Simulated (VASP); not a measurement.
# Ti (Fm-3m) in VASP: notebook

Runs on Ti. Level: r2SCAN. Tasks: single point.

Everything below comes from runs of VASP 6.6.1. Logs are shortened: lines on timing, memory, paths and dates and some standing lists are left out, and cuts for length are marked.

## 1. The cell of the first run

Symmetry: Fm-3m, No. 225, cubic system. The conventional cell has a = 4.110 Å, b = 4.110 Å, c = 4.110 Å, α = 90.00°, β = 90.00°, γ = 90.00°. Within 3.8 Å of Ti (site symmetry m-3m) lie 12 Ti at 2.91 Å.

## 2. Single point, r2SCAN

File POSCAR:

```
Ti
1.0
    0.0000000000     -2.0551516157     -2.0551516157
    2.0551516157      0.0000000000     -2.0551516157
    2.0551516157     -2.0551516157      0.0000000000
Ti
1
Direct
    0.0000000000      0.0000000000      0.0000000000
```

File INCAR.step1:

```
SYSTEM = Ti
ALGO     = Normal         ! electronic algorithm
EDIFF    = 1E-4           ! SCF threshold, eV
ENCUT    = 520            ! plane-wave cutoff, eV
GGA      = PE             ! functional
ISMEAR   = 0              ! smearing method
LASPH    = .TRUE.         ! aspherical terms in the spheres
LCHARG   = .FALSE.        ! write CHGCAR
LREAL    = .FALSE.        ! projectors in reciprocal space
LWAVE    = .TRUE.         ! write WAVECAR
NBANDS   = 12             ! bands
NELM     = 80             ! most SCF steps
PREC     = Accurate       ! precision mode
SIGMA    = 0.1            ! smearing width, eV
```

File INCAR.step2:

```
SYSTEM = Ti
ALGO     = Normal         ! electronic algorithm
EDIFF    = 1E-6           ! SCF threshold, eV
ENCUT    = 520            ! plane-wave cutoff, eV
ISIF     = 2              ! what is computed and relaxed
ISMEAR   = 0              ! smearing method
ISTART   = 1            
LASPH    = .TRUE.         ! aspherical terms in the spheres
LCHARG   = .TRUE.         ! write CHGCAR
LELF     = .TRUE.         ! ELF
LMIXTAU  = .TRUE.       
LREAL    = .FALSE.        ! projectors in reciprocal space
LVHAR    = .TRUE.       
LWAVE    = .FALSE.        ! write WAVECAR
METAGGA  = R2SCAN         ! meta-GGA
NBANDS   = 12             ! bands
NELM     = 80             ! most SCF steps
PREC     = Accurate       ! precision mode
SIGMA    = 0.1            ! smearing width, eV
```

File KPOINTS:

```
k-points
0
G
  18 18 18
  0 0 0
```

Potentials or basis: VASP PAW PBE potentials, release 64 (Ti_sv).

Run with:

```bash
$ cat potpaw_PBE.64/Ti_sv/POTCAR > POTCAR
$ cp INCAR.step1 INCAR
$ mpirun -np 1 vasp_std > vasp.out
$ cp INCAR.step2 INCAR
$ mpirun -np 1 vasp_std > vasp.out
```

OUTCAR:

```text
SYSTEM = Ti
   EDIFF = 1E-6
   ENCUT = 520
   ISIF = 2
   ISMEAR = 0
   ISTART = 1
   LASPH = .TRUE.
   LREAL = .FALSE.
   METAGGA = R2SCAN
   NELM = 80
   PREC = Accurate

 ion  position               nearest neighbor table
   1  0.000  0.000  0.000-

  LATTYP: Found a face centered cubic cell.
 ALAT       =     4.1103032314

  Lattice vectors:

 A1 = (   0.0000000000,  -2.0551516157,  -2.0551516157)
 A2 = (   2.0551516157,   0.0000000000,  -2.0551516157)
 A3 = (   2.0551516157,  -2.0551516157,   0.0000000000)

Analysis of symmetry for initial positions (statically):
=====================================================================
 Subroutine PRICEL returns:
 Original cell was already a primitive cell.

 Routine SETGRP: Setting up the symmetry group for a
 face centered cubic supercell.

 Subroutine GETGRP returns: Found 48 space group operations
 (whereof 48 operations were pure point group operations)
 out of a pool of 48 trial point group operations.

The static configuration has the point symmetry O_h .

Analysis of symmetry for dynamics (positions and initial velocities):
=====================================================================
 Subroutine PRICEL returns:
 Original cell was already a primitive cell.

 Routine SETGRP: Setting up the symmetry group for a
 face centered cubic supercell.

 Subroutine GETGRP returns: Found 48 space group operations
 (whereof 48 operations were pure point group operations)
 out of a pool of 48 trial point group operations.

The dynamic configuration has the point symmetry O_h .

 Subroutine INISYM returns: Found 48 space group operations
 (whereof 48 operations are pure point group operations),
 and found     1 'primitive' translations

----------------------------------------------------------------------------------------

                                     Primitive cell

  volume of cell :      17.3605

  direct lattice vectors                    reciprocal lattice vectors
     0.000000000 -2.055151616 -2.055151616    -0.243291053 -0.243291053 -0.243291053
     2.055151616  0.000000000 -2.055151616     0.243291053  0.243291053 -0.243291053
     2.055151616 -2.055151616  0.000000000     0.243291053 -0.243291053  0.243291053

  length of vectors
     2.906423288  2.906423288  2.906423288     0.421392464  0.421392464  0.421392464

  position of ions in fractional coordinates (direct lattice)
     0.000000000  0.000000000  0.000000000

  ion indices of the primitive-cell ions
   primitive index   ion index
                 1           1

----------------------------------------------------------------------------------------

 KPOINTS: k-points

Automatic generation of k-mesh.
 Grid dimensions read from file:
 generate k-points for:   18   18   18

 Generating k-lattice:

  Cartesian coordinates                     Fractional coordinates (reciprocal lattice)
    -0.013516170 -0.013516170 -0.013516170     0.055555556  0.000000000  0.000000000
     0.013516170  0.013516170 -0.013516170     0.000000000  0.055555556  0.000000000
     0.013516170 -0.013516170  0.013516170     0.000000000  0.000000000  0.055555556

  Length of vectors
     0.023410692  0.023410692  0.023410692

  Shift w.r.t. Gamma in fractional coordinates (k-lattice)
     0.000000000  0.000000000  0.000000000

 Subroutine IBZKPT returns following result:
 ===========================================

 Found    195 irreducible k-points:

 Following reciprocal coordinates:
            Coordinates               Weight
  0.000000  0.000000  0.000000      1.000000
  0.055556  0.000000  0.000000      8.000000
  0.111111  0.000000  0.000000      8.000000
  0.166667  0.000000  0.000000      8.000000
  0.222222  0.000000  0.000000      8.000000
  0.277778  0.000000  0.000000      8.000000
[... 16 lines left out ...]
 -0.277778  0.055556  0.000000     24.000000
 -0.222222  0.055556  0.000000     24.000000
 [... further k-points ...]
   k-points           NKPTS =    195   k-points in BZ     NKDIM =    195   number of bands    NBANDS=     12
   number of dos      NEDOS =    301   number of ions     NIONS =      1
   total plane-waves  NPLWV =  13824
   dimension x,y,z NGX =    24 NGY =   24 NGZ =   24
   dimension x,y,z NGXF=    48 NGYF=   48 NGZF=   48
   ions per type =               1
   NGX,Y,Z   is equivalent  to a cutoff of  13.73, 13.73, 13.73 a.u.
   NGXF,Y,Z  is equivalent  to a cutoff of  27.46, 27.46, 27.46 a.u.
 SYSTEM =  Ti
   PREC   = accura    normal or accurate (medium, high low for compatibility)
   ISTART =      1    job   : 0-new  1-cont  2-samecut
   ICHARG =      0    charge: 1-file 2-atom 10-const
   ISPIN  =      1    spin polarized calculation?
   LNONCOLLINEAR =      F non collinear calculations
   LSORBIT =      F    spin-orbit coupling
   LASPH  =      T    aspherical Exc in radial PAW
   ENCUT  =  520.0 eV  38.22 Ry    6.18 a.u.   5.40  5.40  5.40*2*pi/ulx,y,z
   NELM   =     80;   NELMIN=  2; NELMDL=  0     # of ELM steps
   EDIFF  = 0.1E-05   stopping-criterion for ELM
   LREAL  =      F    real-space projection
   EDIFFG = 0.1E-04   stopping-criterion for IOM
   NSW    =      0    number of steps for IOM
   IBRION =     -1    ionic relax: 0-MD 1-quasi-New 2-CG
   NFREE  =      0    steps in history (QN), initial steepest desc. (CG)
   ISIF   =      2    stress and relaxation
   ISYM   =      2    0-nonsym 1-usesym 2-fastsym
   POTIM  = 0.5000    time-step for ionic-motion
   TEBEG  =    0.0;   TEEND  =   0.0 temperature during run
   PSTRESS=    0.0 pullay stress
   NELECT =      12.0000    total number of electrons
   NUPDOWN=      -1.0000    fix difference up-down
   EMIN   =  10.00;   EMAX   =-10.00  energy-range for DOS
   EFERMI =   0.00;   METHOD = LEGACY
   ISMEAR =     0;   SIGMA  =   0.10  broadening in eV -4-tet -1-fermi 0-gaus
   EFERMI_NEDOS =   21; number of points for ismear=-14 and -15
   IALGO  =     38    algorithm
   IMIX   =      4    mixing-type and parameters
     AMIX     =   0.40;   BMIX     =  1.00
     AMIX_MAG =   1.60;   BMIX_MAG =  1.00
  volume/ion in A,a.u.               =      17.36       117.15
  Fermi-wavevector in a.u.,A,eV,Ry     =   1.447487  2.735354 28.507185  2.095219
  Thomas-Fermi vector in A             =   2.565436
   LORBIT       =      0    0 simple, 1 ext, 2 COOP (PROOUT), +10 PAW based schemes
   METAGGA = R2SCAN    functional components
   LHFCALC =     F    Hartree Fock is set to
   AEXX    =    0.0000 exact exchange contribution
   IVDW    =     0    specifies the selected vdW correction
   LEPSILON=     F    determine dielectric tensor
   LRPA    =     F    only Hartree local field effects (RPA)
 non-spin polarized calculation
 Gauss-broadening in eV      SIGMA  =   0.10
  energy-cutoff  :      520.00
  volume of cell :       17.36
 maximum number of plane-waves:       489
 NGX is ok and might be reduce to    24
   NGX = 11   NGY = 11   NGZ = 11

 number of electron      12.0000002 magnetization

 Free energy of the ion-electron system (eV)
  ---------------------------------------------------
  ext. energy  EPLUGINS =         0.00000000
  ---------------------------------------------------
  free energy    TOTEN  =       -12.88360131 eV

  energy without entropy =      -12.87622033  energy(sigma->0) =      -12.87991082

 E-fermi :   8.2330     XC(G=0): -12.4150

 val. band max:        8.2249642659   @ k =  -0.3889   0.3889   0.1667
 cond. band min:       8.2442425115   @ k =   0.2778   0.0556   0.0000
 fundamental gap:      0.0192782456
 Fermi energy:         8.2330120716

 k-point     1 :       0.0000    0.0000    0.0000
  band No.  band energies     occupation
      1     -50.8125      2.00000
      2     -25.6150      2.00000
      3     -25.6149      2.00000
      4     -25.6149      2.00000
      5       1.7645      2.00000
      6       9.2348      0.00000
      7       9.2348      0.00000
      8       9.2348      0.00000
      9      11.0413      0.00000
     10      11.0413      0.00000
     11      24.0216      0.00000
     12      28.9127      0.00000

 k-point     2 :       0.0556    0.0000    0.0000
  band No.  band energies     occupation
      1     -50.8087      2.00000
      2     -25.6368      2.00000
      3     -25.6177      2.00000
      4     -25.6176      2.00000
      5       1.8684      2.00000
      6       9.1663      0.00000
      7       9.2725      0.00000
      8       9.2725      0.00000
      9      11.0158      0.00000
     10      11.0158      0.00000
     11      24.1065      0.00000
     12      28.0224      0.00000

 k-point     3 :       0.1111    0.0000    0.0000
  band No.  band energies     occupation
      1     -50.7977      2.00000
      2     -25.6994      2.00000
      3     -25.6254      2.00000
      4     -25.6254      2.00000
      5       2.1737      2.00000
      6       8.9788      0.00000
      7       9.3717      0.00000
      8       9.3717      0.00000
      9      10.9570      0.00000
     10      10.9570      0.00000
     11      24.2522      0.00000
     12      26.4569      0.00000
[... 286 lines left out ...]
 k-point    23 :      -0.2778    0.0556    0.0000
  band No.  band energies     occupation
      1     -50.7278      2.00000
      2     -26.0689      2.00000
      3     -25.6953      2.00000
      4     -25.6653      2.00000
      5       4.2967      2.00000
      6       8.1590      1.70501
      7       9.3990      0.00000
      8       9.5203      0.00000
      9      11.0577      0.00000
     10      11.5648      0.00000
     11      20.4379      0.00000
     12      24.3982      0.00000

 k-point    24 :      -0.2222    0.0556    0.0000
  band No.  band energies     occupation
      1     -50.7497      2.00000
      2     -25.9524      2.00000
      3     -25.6794      2.00000
      4     -25.6496      2.00000
      5       3.5948      2.00000
      6       8.3259      0.18879
      7       9.4951      0.00000
      8       9.6024      0.00000
      9      10.7990      0.00000
     10      11.2957      0.00000
     11      22.0065      0.00000
     12      24.7792      0.00000

 [... further k-points ...]
[... 5 lines left out ...]
  --------------------------------------------------------------------------------------
  -------------------------------------------------------------------------------------
  Total        0.0448320      0.0448320      0.0448320      0.0000000     -0.0000000     -0.0000000
  in kB        4.1374881      4.1374881      4.1374881      0.0000000     -0.0000000     -0.0000000
  external PRESSURE =       4.1374881 kB  Pullay stress =       0.0000000 kB

 VOLUME and BASIS-vectors are now :
 -----------------------------------------------------------------------------
  energy-cutoff  :      520.00
  volume of cell :       17.36
      direct lattice vectors                 reciprocal lattice vectors
     0.000000000 -2.055151616 -2.055151616    -0.243291053 -0.243291053 -0.243291053
     2.055151616  0.000000000 -2.055151616     0.243291053  0.243291053 -0.243291053
     2.055151616 -2.055151616  0.000000000     0.243291053 -0.243291053  0.243291053

 POSITION                                       TOTAL-FORCE (eV/Angst)
 -----------------------------------------------------------------------------------
      0.00000      0.00000      0.00000         0.000000      0.000000      0.000000
 -----------------------------------------------------------------------------------
    total drift:                               -0.000000      0.000000      0.000000

  FREE ENERGIE OF THE ION-ELECTRON SYSTEM (eV)
  ---------------------------------------------------
  free  energy   TOTEN  =       -12.8836013062 eV

  energy  without entropy=      -12.8762203266  energy(sigma->0) =      -12.87991082
```

Wall time 2.2 min (1 thread of AMD EPYC 9R45 (Zen 5), shared host); peak memory 0.14 GiB.

What came out:

```
Free energy            : -12.8836 eV
Pressure               : 0.4 GPa
Band gap on the k mesh : zero (band 6 reaches 9.23 eV, above the bottom of band 7 at 7.81 eV)
```

Levels at points of the mesh, in eV from the Fermi level:
```csv
k point,band 4,band 5,band 6,band 7,band 8,band 9
"(0.00, 0.00, 0.00)",-33.85,-6.47,1.00,1.00,1.00,2.81
"(0.50, 0.00, 0.00)",-33.94,-2.71,0.45,0.93,0.93,3.83
"(0.50, 0.50, 0.00)",-34.09,-2.65,-1.77,2.81,3.89,4.07
```

Caveat: the PAW data sets were made with another functional, which shifts forces and pressure a little.

(Continued in part 2 of 2.)
